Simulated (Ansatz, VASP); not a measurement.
## Pd in VASP and in Ansatz

```
CELL_PARAMETERS angstrom
-1.55252 1.55252 1.55252
1.55252 -1.55252 1.55252
1.55252 1.55252 -1.55252
ATOMIC_POSITIONS crystal
Pd 0.00000 0.00000 0.00000
```

Alike in both runs: task single point; functional r2SCAN; k mesh 18 × 18 × 18; occupations gaussian, width 0.05 eV; no spin polarisation.

|  | VASP | Ansatz |
| --- | --- | --- |
| version | VASP 6.6.1 | Ansatz 0.2.0 |
| potentials or method | VASP PAW PBE potentials, release 64 (Pd), cutoff 520 eV | scalar-relativistic, plane waves, PAW |
| valence electrons in the cell | 10 | 18 |

Ansatz gave:

- gap on the k mesh at the Fermi level (eV): none
- pressure (GPa): 0.7

Estimate VASP's values.

gap on the k mesh at the Fermi level (eV): none; pressure (GPa): 1.3.

VASP's potentials were made for PBE, not for r2SCAN. A gap of «none» marks a metal or a gap that the smearing closes. VASP's potentials hold 10 valence electrons a cell and Ansatz's 18, so a difference there can come from the potentials and not from the codes.
